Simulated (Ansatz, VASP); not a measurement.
TePb in VASP and in Ansatz

Contents of INCAR:

```
SYSTEM = TePb
  PREC = Accurate
  ENCUT = 500
  EDIFF = 1E-6
  ISMEAR = 0
  SIGMA = 0.1
  LREAL = .FALSE.
  LASPH = .TRUE.
  NELM = 120
  ALGO = Normal
  ISIF = 2
  LWAVE = .FALSE.
  LCHARG = .FALSE.
  GGA = CA
  NBANDS = 17
  GGA_COMPAT = .FALSE.
```

Contents of KPOINTS:

```
Automatic mesh
0
G
  6 6 6
  0 0 0
```

File POSCAR:

```
TePb
1.0
    0.0000000000      3.2708968100      3.2708968100
    3.2708968100      0.0000000000      3.2708968100
    3.2708968100      3.2708968100      0.0000000000
Pb Te
1 1
Direct
    0.0000000000      0.0000000000      0.0000000000
    0.5000000000      0.5000000000      0.5000000000
```

Input for Ansatz:

```yaml
crystal:
  lattice:
    - [0.0, 3.27089681, 3.27089681]
    - [3.27089681, 0.0, 3.27089681]
    - [3.27089681, 3.27089681, 0.0]
  atoms:
    - { symbol: Pb, position: [0.0, 0.0, 0.0] }
    - { symbol: Te, position: [0.5, 0.5, 0.5] }
basis:
  ecutwfc: 420
kpoints:
  mp_grid: { grid: [6, 6, 6] }
hamiltonian:
  xc: lda
  pseudopotentials: { kind: paw }
scf:
  occupations: { method: gaussian, width: 0.1 }
output:
  forces: true
  stress: true
  eigenvalues: true
```

Alike in both runs: task single point; functional LDA; k mesh 6 × 6 × 6; occupations gaussian, width 0.1 eV; no spin polarisation.

|  | VASP | Ansatz |
| --- | --- | --- |
| version | VASP 6.6.1 | Ansatz 0.2.0 |
| potentials or method | VASP PAW LDA potentials, release 64 (Pb_d, Te), cutoff 500 eV | scalar-relativistic, plane waves, PAW |
| valence electrons in the cell | 20 | 30 |

Ansatz gave:

* gap on the k mesh at the Fermi level (eV): 0.72
* least direct gap on the mesh (eV): 0.72
* pressure (GPa): -3.1

Question: What did VASP give for the same quantities?

Answer: gap on the k mesh at the Fermi level (eV): 0.71; least direct gap on the mesh (eV): 0.71; pressure (GPa): -3.0.

LDA's correlation is that of Perdew and Zunger in VASP and of Perdew and Wang (1992) in Ansatz. VASP's potentials hold 20 valence electrons a cell and Ansatz's 30, so a difference there can come from the potentials and not from the codes.

Spin-orbit coupling is off throughout.
